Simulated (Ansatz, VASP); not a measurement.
**Rh in VASP and in Ansatz**

```xyz
1
Lattice="0.0000 1.7546 2.2810 1.7546 0.0000 2.2810 1.7546 1.7546 0.0000" Properties=species:S:1:pos:R:3 pbc="T T T"
Rh    0.0000    0.0000    0.0000
```

Alike in both runs: task single point; functional PBE; k mesh 30 × 30 × 30; occupations gaussian, width 0.15 eV; no spin polarisation.

|  | VASP | Ansatz |
| --- | --- | --- |
| version | VASP 6.6.1 | Ansatz 0.2.0 |
| potentials or method | VASP PAW PBE potentials, release 64 (Rh_pv), cutoff 520 eV | scalar-relativistic, plane waves, PAW |
| valence electrons in the cell | 15 | 17 |

|  | VASP | Ansatz | Ansatz less VASP |
| --- | --- | --- | --- |
| gap on the k mesh at the Fermi level (eV) | none | none | - |
| pressure (GPa) | 12.2 | 12.1 | -0.08 |
| traceless stress, the component that is largest in VASP (GPa) | -33.88 | -33.85 | +0.029 |

A gap of «none» marks a metal or a gap that the smearing closes. The functional is the same, so the differences come from potentials, cutoffs and numerics. VASP's potentials hold 15 valence electrons a cell and Ansatz's 17, so a difference there can come from the potentials and not from the codes.
